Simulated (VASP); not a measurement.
Set up this calculation in VASP 6.6.1, as the native input.

```yaml
Task: single point
Functional: r2SCAN
Potentials_or_basis: VASP PAW PBE potentials, release 64 (Cd, I)
Cutoff: 550 eV
k_mesh: 12 × 12 × 4
Occupations: gaussian, width 0.01 eV
Spin: no spin polarisation
Dipole_correction: no
Further_INCAR_settings: ALGO = Normal; EDIFF = 1e-06; NBANDS = 20
```

Crystal: CdI2.

```
CELL_PARAMETERS angstrom
4.20454 0.00000 0.00000
-2.10227 3.64124 0.00000
0.00000 0.00000 6.82607
ATOMIC_POSITIONS crystal
Cd 0.00000 0.00000 0.00000
I 0.33333 0.66667 0.25353
I 0.66667 0.33333 0.74647
```

This cell differs from its parent crystal: strain -1.0%.

The input as run:

POSCAR

```
CdI2
1.0
    4.2045386663      0.0000000000      0.0000000000
   -2.1022693332      3.6412372962      0.0000000000
    0.0000000000      0.0000000000      6.8260748372
Cd I
1 2
Direct
    0.0000000000      0.0000000000      0.0000000000
    0.3333333333      0.6666666667      0.2535331207
    0.6666666667      0.3333333333      0.7464668793
```

INCAR.step1

```
SYSTEM = CdI2
PREC = Accurate
ENCUT = 550
ISMEAR = 0
SIGMA = 0.01
LREAL = .False.
LASPH = .True.
NELM = 120
NBANDS = 20
GGA = PE
ALGO = Normal
EDIFF = 1E-5
LWAVE = .True.
LCHARG = .False.
GGA_COMPAT = .False.
```

INCAR.step2

```
SYSTEM = CdI2
PREC = Accurate
ENCUT = 550
EDIFF = 1E-6
ISMEAR = 0
SIGMA = 0.01
LREAL = .False.
LASPH = .True.
NELM = 120
ALGO = Normal
ISIF = 2
LWAVE = .False.
LCHARG = .False.
METAGGA = R2SCAN
LMIXTAU = .True.
NBANDS = 20
ISTART = 1
GGA_COMPAT = .False.
```

KPOINTS

```
regular mesh
0
Gamma
  12 12 4
  0 0 0
```

Potentials or basis: VASP PAW PBE potentials, release 64 (Cd, I).

The run is started by

```console
$ cat potpaw_PBE.64/Cd/POTCAR potpaw_PBE.64/I/POTCAR > POTCAR
$ cp INCAR.step1 INCAR
$ mpirun -np 1 vasp_std > vasp.out
$ cp INCAR.step2 INCAR
$ mpirun -np 1 vasp_std > vasp.out
```

Results of the run:

| Quantity | Value |
| --- | --- |
| Pressure | 1.7 GPa |
| Largest force | 0.020 eV/Å |
| Band gap on the k mesh | 2.76 eV (least direct gap 3.13 eV) |

Caveat: the cell differs from its parent crystal (strain -1.0%); the PAW data sets were made with another functional, which shifts forces and pressure a little; spin-orbit coupling is left out, which moves the levels of the heavy elements.

Wall time 8.8 min on 1 thread of Oxide Virtual Turin-like Processor (shared host), peak memory 0.31 GiB.
